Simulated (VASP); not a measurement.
# Pt in VASP: notebook

Pt is run at these levels: PBE; tasks: single point.

Program: VASP 6.6.1. These are calculated values, not measurements. Logs are shortened: lines on timing, memory, paths and dates and some standing lists are left out, and cuts for length are marked.

### 1 The cell of the first run

The cell holds a wire with vacuum, 2 atoms: a = 10.100 Å, b = 9.300 Å, c = 4.250 Å, α = 90.00°, β = 90.00°, γ = 90.00°.

### 2 Single point, PBE, collinear spin, ferromagnetic start

INCAR

```
SYSTEM = Pt
  PREC = Accurate
  ENCUT = 520
  EDIFF = 1E-7
  ISMEAR = 0
  SIGMA = 0.05
  LREAL = .FALSE.
  LASPH = .TRUE.
  NELM = 150
  ALGO = Normal
  ISIF = 2
  LWAVE = .FALSE.
  LCHARG = .TRUE.
  ISPIN = 2
  MAGMOM = 1.5 1.5
  LORBIT = 11
  LMAXMIX = 4
  GGA = PE
  LELF = .TRUE.
  LVHAR = .TRUE.
  NBANDS = 21
```

KPOINTS

```
regular mesh
0
G
  1 1 14
  0 0 0
```

POSCAR

```
Pt
1.0
   10.1000000000      0.0000000000      0.0000000000
    0.0000000000      9.3000000000      0.0000000000
    0.0000000000      0.0000000000      4.2496860321
Pt
2
Direct
    0.4497362999      0.5000000000      0.0000000000
    0.5502637001      0.5000000000      0.5000000000
```

Potentials or basis: VASP PAW PBE potentials, release 64 (Pt).

The run is started by

```console
$ cat potpaw_PBE.64/Pt/POTCAR > POTCAR
$ mpirun -np 1 vasp_std > vasp.out
```

OUTCAR:

```text
SYSTEM = Pt
   PREC = Accurate
   ENCUT = 520
   EDIFF = 1E-7
   ISMEAR = 0
   LREAL = .FALSE.
   LASPH = .TRUE.
   NELM = 150
   ISIF = 2
   ISPIN = 2
   LORBIT = 11
   GGA = PE

 ion  position               nearest neighbor table
   1  0.450  0.500  0.000-   2 2.35   2 2.35
   2  0.550  0.500  0.500-   1 2.35   1 2.35

  LATTYP: Found a simple orthorhombic cell.
 ALAT       =     4.2496860321
 B/A-ratio  =     2.1883969615
 C/A-ratio  =     2.3766461625

  Lattice vectors:

 A1 = (   0.0000000000,   0.0000000000,  -4.2496860321)
 A2 = (   0.0000000000,   9.3000000000,   0.0000000000)
 A3 = (  10.1000000000,   0.0000000000,   0.0000000000)

Analysis of symmetry for initial positions (statically):
=====================================================================
 Subroutine PRICEL returns:
 Original cell was already a primitive cell.

 Routine SETGRP: Setting up the symmetry group for a
 simple orthorhombic supercell.

 Subroutine GETGRP returns: Found  8 space group operations
 (whereof  4 operations were pure point group operations)
 out of a pool of  8 trial point group operations.

The static configuration has the point symmetry C_2v.
 The point group associated with its full space group is D_2h.

Analysis of symmetry for dynamics (positions and initial velocities):
=====================================================================
 Subroutine PRICEL returns:
 Original cell was already a primitive cell.

 Routine SETGRP: Setting up the symmetry group for a
 simple orthorhombic supercell.

 Subroutine GETGRP returns: Found  8 space group operations
 (whereof  4 operations were pure point group operations)
 out of a pool of  8 trial point group operations.

The dynamic configuration has the point symmetry C_2v.
 The point group associated with its full space group is D_2h.

Analysis of structural, dynamic, and magnetic symmetry:
=====================================================================
 Subroutine PRICEL returns:
 Original cell was already a primitive cell.

 Routine SETGRP: Setting up the symmetry group for a
 simple orthorhombic supercell.

 Subroutine GETGRP returns: Found  8 space group operations
 (whereof  4 operations were pure point group operations)
 out of a pool of  8 trial point group operations.

The overall configuration has the point symmetry C_2v.
 The point group associated with its full space group is D_2h.

 Subroutine INISYM returns: Found  8 space group operations
 (whereof  4 operations are pure point group operations),
 and found     1 'primitive' translations

----------------------------------------------------------------------------------------

                                     Primitive cell

  volume of cell :     399.1730

  direct lattice vectors                    reciprocal lattice vectors
    10.100000000  0.000000000  0.000000000     0.099009901  0.000000000  0.000000000
     0.000000000  9.300000000  0.000000000     0.000000000  0.107526882  0.000000000
     0.000000000  0.000000000  4.249686032     0.000000000  0.000000000  0.235311501

  length of vectors
    10.100000000  9.300000000  4.249686032     0.099009901  0.107526882  0.235311501

  position of ions in fractional coordinates (direct lattice)
     0.449736300  0.500000000  0.000000000
     0.550263700  0.500000000  0.500000000

  ion indices of the primitive-cell ions
   primitive index   ion index
                 1           1
                 2           2

----------------------------------------------------------------------------------------

 KPOINTS: regular mesh

Automatic generation of k-mesh.
 Grid dimensions read from file:
 generate k-points for:    1    1   14

 Generating k-lattice:

  Cartesian coordinates                     Fractional coordinates (reciprocal lattice)
     0.099009901  0.000000000  0.000000000     1.000000000  0.000000000  0.000000000
     0.000000000  0.107526882  0.000000000     0.000000000  1.000000000  0.000000000
     0.000000000  0.000000000  0.016807964     0.000000000  0.000000000  0.071428571

  Length of vectors
     0.099009901  0.107526882  0.016807964

  Shift w.r.t. Gamma in fractional coordinates (k-lattice)
     0.000000000  0.000000000  0.000000000

 Subroutine IBZKPT returns following result:
 ===========================================

 Found      8 irreducible k-points:

 Following reciprocal coordinates:
            Coordinates               Weight
  0.000000  0.000000  0.000000      1.000000
  0.000000  0.000000  0.071429      2.000000
  0.000000  0.000000  0.142857      2.000000
  0.000000  0.000000  0.214286      2.000000
  0.000000  0.000000  0.285714      2.000000
  0.000000  0.000000  0.357143      2.000000
  0.000000  0.000000  0.428571      2.000000
  0.000000  0.000000  0.500000      1.000000
   k-points           NKPTS =      8   k-points in BZ     NKDIM =      8   number of bands    NBANDS=     21
   number of dos      NEDOS =    301   number of ions     NIONS =      2
   total plane-waves  NPLWV = 179200
   dimension x,y,z NGX =    80 NGY =   70 NGZ =   32
   dimension x,y,z NGXF=   160 NGYF=  140 NGZF=   64
   ions per type =               2
   NGX,Y,Z   is equivalent  to a cutoff of  13.17, 12.51, 12.52 a.u.
   NGXF,Y,Z  is equivalent  to a cutoff of  26.34, 25.03, 25.04 a.u.
 SYSTEM =  Pt
   PREC   = accura    normal or accurate (medium, high low for compatibility)
   ISTART =      0    job   : 0-new  1-cont  2-samecut
   ICHARG =      2    charge: 1-file 2-atom 10-const
   ISPIN  =      2    spin polarized calculation?
   LNONCOLLINEAR =      F non collinear calculations
   LSORBIT =      F    spin-orbit coupling
   LASPH  =      T    aspherical Exc in radial PAW
   ENCUT  =  520.0 eV  38.22 Ry    6.18 a.u.  18.78 17.29  7.90*2*pi/ulx,y,z
   NELM   =    150;   NELMIN=  2; NELMDL= -5     # of ELM steps
   EDIFF  = 0.1E-06   stopping-criterion for ELM
   LREAL  =      F    real-space projection
   EDIFFG = 0.1E-05   stopping-criterion for IOM
   NSW    =      0    number of steps for IOM
   IBRION =     -1    ionic relax: 0-MD 1-quasi-New 2-CG
   NFREE  =      0    steps in history (QN), initial steepest desc. (CG)
   ISIF   =      2    stress and relaxation
   ISYM   =      2    0-nonsym 1-usesym 2-fastsym
   POTIM  = 0.5000    time-step for ionic-motion
   TEBEG  =    0.0;   TEEND  =   0.0 temperature during run
   PSTRESS=    0.0 pullay stress
   NELECT =      20.0000    total number of electrons
   NUPDOWN=      -1.0000    fix difference up-down
   EMIN   =  10.00;   EMAX   =-10.00  energy-range for DOS
   EFERMI =   0.00;   METHOD = LEGACY
   ISMEAR =     0;   SIGMA  =   0.05  broadening in eV -4-tet -1-fermi 0-gaus
   EFERMI_NEDOS =   21; number of points for ismear=-14 and -15
   IALGO  =     38    algorithm
   IMIX   =      4    mixing-type and parameters
     AMIX     =   0.40;   BMIX     =  1.00
     AMIX_MAG =   1.60;   BMIX_MAG =  1.00
  volume/ion in A,a.u.               =     199.59      1346.88
  Fermi-wavevector in a.u.,A,eV,Ry     =   0.603528  1.140503  4.955876  0.364247
  Thomas-Fermi vector in A             =   1.656543
   LORBIT       =     11    0 simple, 1 ext, 2 COOP (PROOUT), +10 PAW based schemes
   GGA     = PE    functional components
   LHFCALC =     F    Hartree Fock is set to
   AEXX    =    0.0000 exact exchange contribution
   IVDW    =     0    specifies the selected vdW correction
   LEPSILON=     F    determine dielectric tensor
   LRPA    =     F    only Hartree local field effects (RPA)
 spin polarized calculation
 Gauss-broadening in eV      SIGMA  =   0.05
  energy-cutoff  :      520.00
  volume of cell :      399.17
 maximum number of plane-waves:     10776
 NGX is ok and might be reduce to    80
   NGX = 37   NGY = 35   NGZ = 15

 number of electron      20.0000007 magnetization       0.0000047

 number of electron      20.0000007 magnetization      -0.0000918

 Free energy of the ion-electron system (eV)
  ---------------------------------------------------
  ext. energy  EPLUGINS =         0.00000000
  ---------------------------------------------------
  free energy    TOTEN  =        -7.57325048 eV

  energy without entropy =       -7.56862621  energy(sigma->0) =       -7.57093835

 E-fermi :  -4.4338     XC(G=0):  -2.3465

 val. band max:       -4.4741204987   @ k =   0.0000   0.0000   0.2857
 cond. band min:      -4.3812968454   @ k =   0.0000   0.0000   0.2143
 fundamental gap:      0.0928236533
 Fermi energy:        -4.4338301057

 spin component 1

 k-point     1 :       0.0000    0.0000    0.0000
  band No.  band energies     occupation
      1      -9.8041      1.00000
      2      -8.0566      1.00000
      3      -7.5292      1.00000
      4      -7.4157      1.00000
      5      -6.1872      1.00000
      6      -6.1652      1.00000
[... 13 lines left out ...]
     20       3.0206      0.00000
     21       4.2777      0.00000
[... 145 lines left out ...]
 k-point     8 :       0.0000    0.0000    0.5000
  band No.  band energies     occupation
      1      -9.4652      1.00000
      2      -9.4652      1.00000
      3      -7.3162      1.00000
      4      -7.3162      1.00000
      5      -5.9589      1.00000
      6      -5.9589      1.00000
[... 13 lines left out ...]
     20       3.7255      0.00000
     21       4.5690      0.00000
 Fermi energy:        -4.4338301057

 spin component 2

 k-point     1 :       0.0000    0.0000    0.0000
  band No.  band energies     occupation
      1      -9.8041      1.00000
      2      -8.0567      1.00000
      3      -7.5292      1.00000
      4      -7.4157      1.00000
      5      -6.1872      1.00000
      6      -6.1652      1.00000
[... 13 lines left out ...]
     20       3.0280      0.00000
     21       4.2779      0.00000
[... 145 lines left out ...]
 k-point     8 :       0.0000    0.0000    0.5000
  band No.  band energies     occupation
      1      -9.4653      1.00000
      2      -9.4653      1.00000
      3      -7.3163      1.00000
      4      -7.3163      1.00000
      5      -5.9589      1.00000
      6      -5.9589      1.00000
[... 13 lines left out ...]
     20       3.7257      0.00000
     21       4.5692      0.00000

------------------------ aborting loop because EDIFF is reached ----------------------------------------

  FORCE on cell =-STRESS in cart. coord.  units (eV):
  Direction    XX          YY          ZZ          XY          YZ          ZX
  --------------------------------------------------------------------------------------
  -------------------------------------------------------------------------------------
  Total       -0.1028983     -0.0390201     -0.2873558      0.0000000      0.0000000      0.0000000
  in kB       -0.4130073     -0.1566166     -1.1533720      0.0000000      0.0000000      0.0000000
  external PRESSURE =      -0.5743319 kB  Pullay stress =       0.0000000 kB

 VOLUME and BASIS-vectors are now :
 -----------------------------------------------------------------------------
  energy-cutoff  :      520.00
  volume of cell :      399.17
      direct lattice vectors                 reciprocal lattice vectors
    10.100000000  0.000000000  0.000000000     0.099009901  0.000000000  0.000000000
     0.000000000  9.300000000  0.000000000     0.000000000  0.107526882  0.000000000
     0.000000000  0.000000000  4.249686032     0.000000000  0.000000000  0.235311501

 POSITION                                       TOTAL-FORCE (eV/Angst)
 -----------------------------------------------------------------------------------
      4.54234      4.65000      0.00000         0.069334      0.000000      0.000000
      5.55766      4.65000      2.12484        -0.069334      0.000000      0.000000
 -----------------------------------------------------------------------------------
    total drift:                                0.000000      0.000000     -0.000000

  FREE ENERGIE OF THE ION-ELECTRON SYSTEM (eV)
  ---------------------------------------------------
  free  energy   TOTEN  =        -7.5732504832 eV

  energy  without entropy=       -7.5686262084  energy(sigma->0) =       -7.57093835

 total charge

# of ion       s       p       d       tot
------------------------------------------
    1        0.841   0.253   7.999   9.093
    2        0.841   0.253   7.999   9.093
--------------------------------------------------
tot          1.682   0.505  15.998  18.185

 magnetization (x)

# of ion       s       p       d       tot
------------------------------------------
    1       -0.000   0.000  -0.000  -0.000
    2       -0.000   0.000  -0.000  -0.000
--------------------------------------------------
tot         -0.000   0.000  -0.000  -0.000
```

Wall time 2.2 min (1 thread of AMD EPYC 9R45 (Zen 5), shared host); peak memory 0.57 GiB.

Results:

```
Free energy                                           : -7.5733 eV
Largest force                                         : 0.069 eV/Å
Band gap on the k mesh                                : 0.09 eV, indirect (the least direct gap lies 2.9 meV higher)
Net moment                                            : 0.00 μB per cell
Valence electrons inside the program's atomic spheres : Pt 9.09
```

Forces in eV/Å, atoms in the order of the input:
```
Pt   0.069  0.000  0.000
Pt  -0.069  0.000  0.000
```

Levels at points of the mesh, in eV from the valence-band top:
Spin up:
```
           k point  band 7  band 8  band 9  band 10  band 11  band 12  band 13  band 14
(0.00, 0.00, 0.00)   -1.39   -1.34   -1.01    -0.22     0.23     2.22     3.38     5.09
(0.00, 0.00, 0.50)   -0.71   -0.71   -0.42    -0.42     1.04     1.04     5.13     5.13
```
Spin down:
| k point | band 7 | band 8 | band 9 | band 10 | band 11 | band 12 | band 13 | band 14 |
| --- | --- | --- | --- | --- | --- | --- | --- | --- |
| (0.00, 0.00, 0.00) | -1.40 | -1.34 | -1.01 | -0.22 | 0.23 | 2.22 | 3.38 | 5.09 |
| (0.00, 0.00, 0.50) | -0.71 | -0.71 | -0.42 | -0.42 | 1.04 | 1.04 | 5.13 | 5.13 |

Caveat: spin-orbit coupling is left out, which moves the levels of the heavy elements.

(Continued in part 2 of 2.)
